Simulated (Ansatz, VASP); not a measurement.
# One calculation of ZnRe, two programs

Contents of INCAR:

```
SYSTEM = ZnRe
ALGO = Normal
EDIFF = 1E-7
ENCUT = 520
GGA = PE
ISIF = 2
ISMEAR = -1
LASPH = .True.
LCHARG = .False.
LREAL = .False.
LWAVE = .False.
NBANDS = 16
NELM = 100
PREC = Accurate
SIGMA = 0.05
```

The input KPOINTS:

```
k-points
0
Gamma
  11 11 6
  0 0 0
```

The input POSCAR:

```
ZnRe
1.0
    2.7482183437      0.0000000000      0.0000000000
   -1.3741091718      2.3800269008      0.0000000000
    0.0000000000      0.0000000000      4.4940660000
Re Zn
1 1
Direct
    0.3333333333      0.6666666667      0.5000000000
    0.0000000000      0.0000000000      0.0000000000
```

File input.yaml:

```yaml
crystal:
  lattice:
    - [2.7482183437, 0.0, 0.0]
    - [-1.3741091718, 2.3800269008, 0.0]
    - [0.0, 0.0, 4.494066]
  atoms:
    - { symbol: Re, position: [0.3333333333, 0.6666666667, 0.5] }
    - { symbol: Zn, position: [0.0, 0.0, 0.0] }
hamiltonian:
  xc: pbe
  pseudopotentials: { kind: paw }
kpoints:
  mp_grid: { grid: [11, 11, 6] }
scf:
  occupations: { method: fermi_dirac, width: 0.05 }
output:
  forces: true
  stress: true
  eigenvalues: true
```

Alike in both runs: task single point; functional PBE; k mesh 11 × 11 × 6; occupations fermi-dirac, width 0.05 eV; no spin polarisation.

```csv
,VASP,Ansatz
version,VASP 6.6.1,Ansatz 0.2.0
potentials or method,"VASP PAW PBE potentials, release 64 (Re, Zn)",Ansatz PAW
plane-wave cutoff (eV),520,420
valence electrons in the cell,19,27
```

VASP gave:

| Quantity | Value |
| --- | --- |
| gap on the k mesh at the Fermi level (eV) | none |
| pressure (GPa) | -1.5 |
| traceless stress, the component that is largest in VASP (GPa) | 0.15 |

**Question.** Estimate Ansatz's values.

**Answer.** gap on the k mesh at the Fermi level (eV): none; pressure (GPa): -1.5; traceless stress, the component that is largest in VASP (GPa): -0.15.

A gap of «none» marks a metal or a gap that the smearing closes. With one functional, cell and mesh, what is left measures potentials, basis and numerics. VASP's potentials hold 19 valence electrons a cell and Ansatz's 27, so a difference there can come from the potentials and not from the codes.

Spin-orbit coupling is off throughout.
